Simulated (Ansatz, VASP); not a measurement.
# CdS in VASP and in Ansatz

```
CELL_PARAMETERS angstrom
0.00000 2.75324 2.75324
2.75324 0.00000 2.75324
2.75324 2.75324 0.00000
ATOMIC_POSITIONS crystal
Cd 0.00000 0.00000 0.00000
S 0.50000 0.50000 0.50000
```

Alike in both runs: task single point; functional HSE06; k mesh 4 × 4 × 4; occupations fermi-dirac, width 0.05 eV; non-collinear spin, spin-orbit coupling.

```csv
,VASP,Ansatz
version,VASP 6.6.1,Ansatz 0.2.0
potentials or method,"VASP PAW PBE potentials, release 64 (Cd, S)",Ansatz PAW
plane-wave cutoff (eV),520,420
valence electrons in the cell,18,26
```

|  | VASP | Ansatz | Ansatz less VASP |
| --- | --- | --- | --- |
| pressure (GPa) | -1.5 | -1.9 | -0.37 |
| net moment per atom (μB) | 0.00 | 0.00 | 0.000 |

With one functional, cell and mesh, what is left measures potentials, basis and numerics. VASP's potentials hold 18 valence electrons a cell and Ansatz's 26, so a difference there can come from the potentials and not from the codes.

The k mesh is coarse, so the values compare programs but aren't converged.
